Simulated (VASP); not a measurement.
# HfN (I4mm) in VASP: a series of runs

Runs on HfN. Level: PBE. Tasks: single point.

Program: VASP 6.6.1. These are calculated values, not measurements. Logs are shortened: lines on timing, memory, paths and dates and some standing lists are left out, and cuts for length are marked.

## Step 1: The cell of the first run

Symmetry: I4mm, No. 107, tetragonal system. Conventional cell: a = 3.216 Å, b = 3.216 Å, c = 4.335 Å, α = 90.00°, β = 90.00°, γ = 90.00°. Within 2.8 Å of Hf (site symmetry 4mm) lie 6 N at 2.09 to 2.28 Å. N (site symmetry 4mm) has 6 Hf at 2.09 to 2.28 Å within 2.8 Å.

## Step 2: Single point, PBE (mode 5 frozen in at -0.078 Å, normal strain along y -0.0467)

File INCAR:

```
SYSTEM = HfN
PREC = Accurate
ENCUT = 520
EDIFF = 1E-7
ISMEAR = 0
SIGMA = 0.15
LREAL = .FALSE.
LASPH = .TRUE.
NELM = 60
ALGO = Normal
ISIF = 2
LWAVE = .FALSE.
LCHARG = .FALSE.
GGA = PE
NBANDS = 14
```

File KPOINTS:

```
regular mesh
0
G
  16 16 16
  0 0 0
```

File POSCAR:

```
HfN
1.0
    0.0000000000      2.1676269257      2.2738140414
    2.2738140414      0.0000000000      2.2738140414
    2.2738140414      2.1676269257      0.0000000000
Hf N
1 1
Direct
    0.0013390996     -0.0013390996      0.0013390996
    0.4829361596      0.5170638404      0.4829361596
```

Potentials or basis: VASP PAW PBE potentials, release 64 (Hf_pv, N).

Run with:

```bash
cat potpaw_PBE.64/Hf_pv/POTCAR potpaw_PBE.64/N/POTCAR > POTCAR
mpirun -np 1 vasp_std > vasp.out
```

OUTCAR:

```text
SYSTEM = HfN
   PREC = Accurate
   ENCUT = 520
   EDIFF = 1E-7
   ISMEAR = 0
   LREAL = .FALSE.
   LASPH = .TRUE.
   NELM = 60
   ISIF = 2
   GGA = PE

 ion  position               nearest neighbor table
   1  0.001  0.999  0.001-   2 2.09   2 2.25   2 2.28   2 2.28   2 2.28   2 2.28
   2  0.483  0.517  0.483-   1 2.09   1 2.25   1 2.28   1 2.28   1 2.28   1 2.28

  LATTYP: Found a body centered tetragonal cell.
 ALAT       =     3.2156586557
 C/A-ratio  =     1.3481697890

  Lattice vectors:

 A1 = (   0.0000000000,  -2.1676269257,   2.2738140414)
 A2 = (   0.0000000000,  -2.1676269257,  -2.2738140414)
 A3 = (   2.2738140414,   2.1676269257,   0.0000000000)

Analysis of symmetry for initial positions (statically):
=====================================================================
 Subroutine PRICEL returns:
 Original cell was already a primitive cell.

 Routine SETGRP: Setting up the symmetry group for a
 body centered tetragonal supercell.

 Subroutine GETGRP returns: Found  8 space group operations
 (whereof  8 operations were pure point group operations)
 out of a pool of 16 trial point group operations.

The static configuration has the point symmetry C_4v.

Analysis of symmetry for dynamics (positions and initial velocities):
=====================================================================
 Subroutine PRICEL returns:
 Original cell was already a primitive cell.

 Routine SETGRP: Setting up the symmetry group for a
 body centered tetragonal supercell.

 Subroutine GETGRP returns: Found  8 space group operations
 (whereof  8 operations were pure point group operations)
 out of a pool of 16 trial point group operations.

The dynamic configuration has the point symmetry C_4v.

 Subroutine INISYM returns: Found  8 space group operations
 (whereof  8 operations are pure point group operations),
 and found     1 'primitive' translations

----------------------------------------------------------------------------------------

                                     Primitive cell

  volume of cell :      22.4143

  direct lattice vectors                    reciprocal lattice vectors
     0.000000000  2.167626926  2.273814041    -0.219894851  0.230667000  0.219894851
     2.273814041  0.000000000  2.273814041     0.219894851 -0.230667000  0.219894851
     2.273814041  2.167626926  0.000000000     0.219894851  0.230667000 -0.219894851

  length of vectors
     3.141470481  3.215658656  3.141470481     0.387188269  0.387188269  0.387188269

  position of ions in fractional coordinates (direct lattice)
     0.001339100  0.998660900  0.001339100
     0.482936160  0.517063840  0.482936160

  ion indices of the primitive-cell ions
   primitive index   ion index
                 1           1
                 2           2

----------------------------------------------------------------------------------------

 KPOINTS: regular mesh

Automatic generation of k-mesh.
 Grid dimensions read from file:
 generate k-points for:   16   16   16

 Generating k-lattice:

  Cartesian coordinates                     Fractional coordinates (reciprocal lattice)
    -0.013743428  0.014416687  0.013743428     0.062500000  0.000000000 -0.000000000
     0.013743428 -0.014416687  0.013743428     0.000000000  0.062500000  0.000000000
     0.013743428  0.014416687 -0.013743428    -0.000000000  0.000000000  0.062500000

  Length of vectors
     0.024199267  0.024199267  0.024199267

  Shift w.r.t. Gamma in fractional coordinates (k-lattice)
     0.000000000  0.000000000  0.000000000

 Subroutine IBZKPT returns following result:
 ===========================================

 Found    349 irreducible k-points:

 Following reciprocal coordinates:
            Coordinates               Weight
  0.000000  0.000000  0.000000      1.000000
  0.062500  0.000000  0.000000      8.000000
  0.125000  0.000000  0.000000      8.000000
  0.187500  0.000000  0.000000      8.000000
  0.250000  0.000000  0.000000      8.000000
  0.312500  0.000000 -0.000000      8.000000
[... 16 lines left out ...]
 -0.125000  0.062500 -0.000000     16.000000
 -0.062500  0.062500  0.000000      8.000000
 [... further k-points ...]
   k-points           NKPTS =    349   k-points in BZ     NKDIM =    349   number of bands    NBANDS=     14
   number of dos      NEDOS =    301   number of ions     NIONS =      2
   total plane-waves  NPLWV =  13824
   dimension x,y,z NGX =    24 NGY =   24 NGZ =   24
   dimension x,y,z NGXF=    48 NGYF=   48 NGZF=   48
   ions per type =               1   1
   NGX,Y,Z   is equivalent  to a cutoff of  12.70, 12.41, 12.70 a.u.
   NGXF,Y,Z  is equivalent  to a cutoff of  25.40, 24.82, 25.40 a.u.
 SYSTEM =  HfN
   PREC   = accura    normal or accurate (medium, high low for compatibility)
   ISTART =      0    job   : 0-new  1-cont  2-samecut
   ICHARG =      2    charge: 1-file 2-atom 10-const
   ISPIN  =      1    spin polarized calculation?
   LNONCOLLINEAR =      F non collinear calculations
   LSORBIT =      F    spin-orbit coupling
   LASPH  =      T    aspherical Exc in radial PAW
   ENCUT  =  520.0 eV  38.22 Ry    6.18 a.u.   5.84  5.98  5.84*2*pi/ulx,y,z
   NELM   =     60;   NELMIN=  2; NELMDL= -5     # of ELM steps
   EDIFF  = 0.1E-06   stopping-criterion for ELM
   LREAL  =      F    real-space projection
   EDIFFG = 0.1E-05   stopping-criterion for IOM
   NSW    =      0    number of steps for IOM
   IBRION =     -1    ionic relax: 0-MD 1-quasi-New 2-CG
   NFREE  =      0    steps in history (QN), initial steepest desc. (CG)
   ISIF   =      2    stress and relaxation
   ISYM   =      2    0-nonsym 1-usesym 2-fastsym
   POTIM  = 0.5000    time-step for ionic-motion
   TEBEG  =    0.0;   TEEND  =   0.0 temperature during run
   PSTRESS=    0.0 pullay stress
   NELECT =      15.0000    total number of electrons
   NUPDOWN=      -1.0000    fix difference up-down
   EMIN   =  10.00;   EMAX   =-10.00  energy-range for DOS
   EFERMI =   0.00;   METHOD = LEGACY
   ISMEAR =     0;   SIGMA  =   0.15  broadening in eV -4-tet -1-fermi 0-gaus
   EFERMI_NEDOS =   21; number of points for ismear=-14 and -15
   IALGO  =     38    algorithm
   IMIX   =      4    mixing-type and parameters
     AMIX     =   0.40;   BMIX     =  1.00
     AMIX_MAG =   1.60;   BMIX_MAG =  1.00
  volume/ion in A,a.u.               =      11.21        75.63
  Fermi-wavevector in a.u.,A,eV,Ry     =   1.431959  2.706009 27.898818  2.050505
  Thomas-Fermi vector in A             =   2.551638
   LORBIT       =      0    0 simple, 1 ext, 2 COOP (PROOUT), +10 PAW based schemes
   GGA     = PE    functional components
   LHFCALC =     F    Hartree Fock is set to
   AEXX    =    0.0000 exact exchange contribution
   IVDW    =     0    specifies the selected vdW correction
   LEPSILON=     F    determine dielectric tensor
   LRPA    =     F    only Hartree local field effects (RPA)
 non-spin polarized calculation
 Gauss-broadening in eV      SIGMA  =   0.15
  energy-cutoff  :      520.00
  volume of cell :       22.41
 maximum number of plane-waves:       620
   NGX = 11   NGY = 11   NGZ = 11

 number of electron      14.9999999 magnetization

 Free energy of the ion-electron system (eV)
  ---------------------------------------------------
  ext. energy  EPLUGINS =         0.00000000
  ---------------------------------------------------
  free energy    TOTEN  =       -21.60723150 eV

  energy without entropy =      -21.60100097  energy(sigma->0) =      -21.60411624

 E-fermi :   8.6598     XC(G=0): -12.8736

 val. band max:        8.6421887521   @ k =  -0.1250   0.0625  -0.0000
 cond. band min:       8.6622263918   @ k =   0.0000   0.0000   0.0000
 fundamental gap:      0.0200376396
 Fermi energy:         8.6597672026

 k-point     1 :       0.0000    0.0000    0.0000
  band No.  band energies     occupation
      1     -22.3942      2.00000
      2     -22.3942      2.00000
      3     -22.3713      2.00000
      4      -9.0454      2.00000
      5       5.3652      2.00000
      6       5.3652      2.00000
      7       5.6712      2.00000
      8       8.2517      1.99988
      9       8.2517      1.99988
     10       8.6622      0.98150
     11       9.9824      0.00000
     12      10.3166      0.00000
     13      11.9688      0.00000
     14      18.2824      0.00000

 k-point     2 :       0.0625    0.0000    0.0000
  band No.  band energies     occupation
      1     -22.4338      2.00000
      2     -22.3993      2.00000
      3     -22.3796      2.00000
      4      -8.9485      2.00000
      5       4.9608      2.00000
      6       5.1412      2.00000
      7       5.4774      2.00000
      8       8.3102      1.99902
      9       8.3744      1.99287
     10       8.7717      0.29124
     11      10.3153      0.00000
     12      10.6338      0.00000
     13      12.2687      0.00000
     14      18.6023      0.00000

 k-point     3 :       0.1250    0.0000    0.0000
  band No.  band energies     occupation
      1     -22.5595      2.00000
      2     -22.4138      2.00000
      3     -22.3875      2.00000
      4      -8.6700      2.00000
      5       4.0981      2.00000
      6       4.6131      2.00000
      7       4.9131      2.00000
      8       8.5169      1.82211
      9       8.7261      0.53189
     10       9.0219      0.00064
     11      11.1312      0.00000
     12      11.4472      0.00000
     13      13.0522      0.00000
     14      19.4911      0.00000
[... 324 lines left out ...]
 k-point    23 :      -0.1250    0.0625   -0.0000
  band No.  band energies     occupation
      1     -22.6401      2.00000
      2     -22.4466      2.00000
      3     -22.3860      2.00000
      4      -8.4493      2.00000
      5       3.5525      2.00000
      6       4.3132      2.00000
      7       4.5718      2.00000
      8       8.6422      1.13163
      9       9.0158      0.00079
     10       9.4110      0.00000
     11      10.7810      0.00000
     12      12.2441      0.00000
     13      13.9981      0.00000
     14      20.1476      0.00000

 k-point    24 :      -0.0625    0.0625    0.0000
  band No.  band energies     occupation
      1     -22.4984      2.00000
      2     -22.4200      2.00000
      3     -22.3821      2.00000
      4      -8.7808      2.00000
      5       4.4110      2.00000
      6       4.9701      2.00000
      7       5.0166      2.00000
      8       8.4261      1.97238
      9       8.8083      0.16130
     10       8.8104      0.15554
     11      10.2885      0.00000
     12      11.2468      0.00000
     13      12.9885      0.00000
     14      19.1303      0.00000

 [... further k-points ...]
[... 5 lines left out ...]
  --------------------------------------------------------------------------------------
  -------------------------------------------------------------------------------------
  Total        0.4878240      5.0824579      0.4878240      0.0000000      0.0000000      0.0000000
  in kB       34.8697883    363.2954409     34.8697883      0.0000000      0.0000000      0.0000000
  external PRESSURE =     144.3450059 kB  Pullay stress =       0.0000000 kB

 VOLUME and BASIS-vectors are now :
 -----------------------------------------------------------------------------
  energy-cutoff  :      520.00
  volume of cell :       22.41
      direct lattice vectors                 reciprocal lattice vectors
     0.000000000  2.167626926  2.273814041    -0.219894851  0.230667000  0.219894851
     2.273814041  0.000000000  2.273814041     0.219894851 -0.230667000  0.219894851
     2.273814041  2.167626926  0.000000000     0.219894851  0.230667000 -0.219894851

 POSITION                                       TOTAL-FORCE (eV/Angst)
 -----------------------------------------------------------------------------------
      2.27381      0.00581      2.27381         0.000000     -1.478368      0.000000
      2.27381      2.09365      2.27381         0.000000      1.478368      0.000000
 -----------------------------------------------------------------------------------
    total drift:                                0.000000      0.000052      0.000000

  FREE ENERGIE OF THE ION-ELECTRON SYSTEM (eV)
  ---------------------------------------------------
  free  energy   TOTEN  =       -21.6072315023 eV

  energy  without entropy=      -21.6010009723  energy(sigma->0) =      -21.60411624
```

It took 48 s on 1 thread of Intel Xeon Platinum 8488C (Sapphire Rapids), shared host; peak memory 0.23 GiB.

Results:

```
Free energy   : -21.6072 eV
Pressure      : 14.4 GPa
Largest force : 1.478 eV/Å
```

Forces on the atoms (eV/Å):
```
Hf   0.000 -1.478  0.000
N    0.000  1.478  0.000
```

Stress tensor (GPa, compression positive):
```
 3.49  0.00  0.00
 0.00 36.33  0.00
 0.00  0.00  3.49
```

Caveat: the cell differs from its parent crystal (mode 5 frozen in at -0.078 Å, normal strain along y -0.0467); spin-orbit coupling is left out, which moves the levels of the heavy elements; forces of over 1 eV/Å act on the atoms, so gaps and moduli don't describe the material at rest.

## Step 3: Single point, PBE (mode 5 frozen in at -0.097 Å, normal strain along y -0.0467)

File INCAR:

```
PREC = Accurate ; ENCUT = 520
EDIFF = 1E-7 ; ISMEAR = 0
SIGMA = 0.15 ; LREAL = F
LASPH = T ; NELM = 60
ALGO = Normal ; ISIF = 2
LWAVE = F ; LCHARG = F
GGA = PE ; NBANDS = 14
```

File KPOINTS:

```
regular mesh
0
Gamma
  16 16 16
```

File POSCAR:

```
HfN
1.0
    0.0000000000      2.1676269257      2.2738140414
    2.2738140414      0.0000000000      2.2738140414
    2.2738140414      2.1676269257      0.0000000000
Hf N
1 1
Direct
    0.0016738745     -0.0016738745      0.0016738745
    0.4786701994      0.5213298006      0.4786701994
```

Potentials or basis: VASP PAW PBE potentials, release 64 (Hf_pv, N).

Run with:

```bash
cat potpaw_PBE.64/Hf_pv/POTCAR potpaw_PBE.64/N/POTCAR > POTCAR
mpirun -np 1 vasp_std > vasp.out
```

Run time: 83 s. Hardware: 1 thread of AMD EPYC 7R43 (Zen 3), shared host; peak memory 0.2 GiB.

Results (log left out):

```yaml
Free_energy: -21.5740 eV
Pressure: 15.2 GPa
Largest_force: 1.860 eV/Å
```

Forces in eV/Å, atoms in the order of the input:
```
Hf   0.000 -1.860  0.000
N    0.000  1.860  0.000
```

Stress tensor (GPa, compression positive):
```
 3.55  0.00  0.00
 0.00 38.36  0.00
 0.00  0.00  3.55
```

Levels at points of the mesh, in eV from the Fermi level:
```csv
k point,band 6,band 7,band 8,band 9,band 10,band 11
"(0.00, 0.00, 0.00)",-3.35,-3.04,-0.33,-0.33,0.01,1.35
"(0.50, 0.00, 0.00)",-6.39,-6.34,3.25,3.76,4.08,4.57
"(0.50, 0.50, 0.00)",-4.60,-3.52,-3.03,4.05,5.39,6.03
"(0.50, 0.00, 0.50)",-4.04,-3.89,-3.89,4.29,5.72,5.72
```

Caveat: the cell differs from its parent crystal (mode 5 frozen in at -0.097 Å, normal strain along y -0.0467); spin-orbit coupling is left out, which moves the levels of the heavy elements; forces of over 1 eV/Å act on the atoms, so gaps and moduli don't describe the material at rest.
